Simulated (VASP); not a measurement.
Wanted: the native input for a VASP 6.6.1 run.

```
Task                   : single point
Functional             : PBE
Potentials or basis    : VASP PAW PBE potentials, release 64 (Nb_sv, O)
Cutoff                 : 520 eV
k mesh                 : 17 × 17 × 17
Occupations            : fermi-dirac, width 0.0612256 eV
Spin                   : no spin polarisation
Dipole correction      : no
Further INCAR settings : ALGO = Normal; EDIFF = 1e-06; NBANDS = 23
```

The structure of Nb2O (antifluorite type) lies in POSCAR:

```
Nb2O
1.0
    0.0000000000      2.8053002812      2.8053002812
    2.8053002812      0.0000000000      2.8053002812
    2.8053002812      2.8053002812      0.0000000000
Nb O
2 1
Direct
    0.2500000000      0.2500000000      0.2500000000
    0.7500000000      0.7500000000      0.7500000000
    0.0000000000      0.0000000000      0.0000000000
```

These files were run (other wordings do the same):

INCAR

```
PREC     = Accurate       # precision mode
ENCUT    = 520            # plane-wave cutoff, eV
EDIFF    = 1E-6           # SCF threshold, eV
ISMEAR   = -1             # smearing method
SIGMA    = 0.06122561905347299 # smearing width, eV
LREAL    = False          # projectors in reciprocal space
LASPH    = True           # aspherical terms in the spheres
NELM     = 100            # most SCF steps
ALGO     = Normal         # electronic algorithm
ISIF     = 2              # what is computed and relaxed
LWAVE    = False          # write WAVECAR
LCHARG   = True           # write CHGCAR
GGA      = PE             # functional
LELF     = True           # ELF
LVHAR    = True         
NBANDS   = 23             # bands
```

KPOINTS

```
regular mesh
0
Gamma
  17 17 17
```

Potentials or basis: VASP PAW PBE potentials, release 64 (Nb_sv, O).

Run with:

```sh
$ cat potpaw_PBE.64/Nb_sv/POTCAR potpaw_PBE.64/O/POTCAR > POTCAR
$ mpirun -np 1 vasp_std > vasp.out
```

It gave:

```
Pressure               : -3.5 GPa
Band gap on the k mesh : zero (band 16 reaches 11.79 eV, above the bottom of band 17 at 10.91 eV)
```

Wall time 2.3 min on 1 thread of Intel(R) Xeon(R) Platinum 8375C CPU @ 2.90GHz (Ice Lake), with other jobs on the host, peak memory 0.27 GiB.
